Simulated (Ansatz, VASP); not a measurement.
Two plane-wave programs on Mo

INCAR

```
SYSTEM = Mo
ALGO     = Fast           ! electronic algorithm
EDIFF    = 1E-6           ! SCF threshold, eV
ENCUT    = 520            ! plane-wave cutoff, eV
GGA      = PE             ! functional
ISIF     = 2              ! what is computed and relaxed
ISMEAR   = 0              ! smearing method
LASPH    = .True.         ! aspherical terms in the spheres
LCHARG   = .True.         ! write CHGCAR
LELF     = .True.         ! ELF
LREAL    = .False.        ! projectors in reciprocal space
LVHAR    = .True.       
LWAVE    = .False.        ! write WAVECAR
NBANDS   = 21             ! bands
NELM     = 80             ! most SCF steps
PREC     = Accurate       ! precision mode
SIGMA    = 0.1            ! smearing width, eV
```

Contents of KPOINTS:

```
k-points
0
Gamma
  16 16 16
  0 0 0
```

POSCAR

```
Mo
1.0
    3.1606021841      0.0000000000      0.0000000000
    0.0000000000      3.1606021841      0.0000000000
    0.0000000000      0.0000000000      3.1606021841
Mo
2
Direct
    0.0000000000      0.0000000000      0.0000000000
    0.5000000000      0.5000000000      0.5000000000
```

Input for Ansatz:

```yaml
crystal:
  lattice:
    - [3.1606021857, 0.0, 0.0]
    - [0.0, 3.1606021857, 0.0]
    - [0.0, 0.0, 3.1606021857]
  atoms:
    - { symbol: Mo, position: [0.0, 0.0, 0.0] }
    - { symbol: Mo, position: [0.5, 0.5, 0.5] }
basis:
  ecutwfc: 420
kpoints:
  mp_grid: { grid: [16, 16, 16] }
hamiltonian:
  xc: pbe
scf:
  occupations: { method: gaussian, width: 0.1 }
output:
  forces: true
  stress: true
  eigenvalues: true
```

Alike in both runs: task single point; functional PBE; k mesh 16 × 16 × 16; occupations gaussian, width 0.1 eV; no spin polarisation.

```csv
,VASP,Ansatz
version,VASP 6.6.1,Ansatz 0.2.0
potentials or method,"VASP PAW PBE potentials, release 64 (Mo_sv), cutoff 520 eV","scalar-relativistic, plane waves, PAW"
valence electrons in the cell,28,28
```

```csv
,VASP,Ansatz,Ansatz less VASP
gap on the k mesh at the Fermi level (eV),none,none,-
pressure (GPa),0.5,0.0,-0.51
```

A gap of «none» marks a metal or a gap that the smearing closes. With one functional, cell and mesh, what is left measures potentials, basis and numerics.
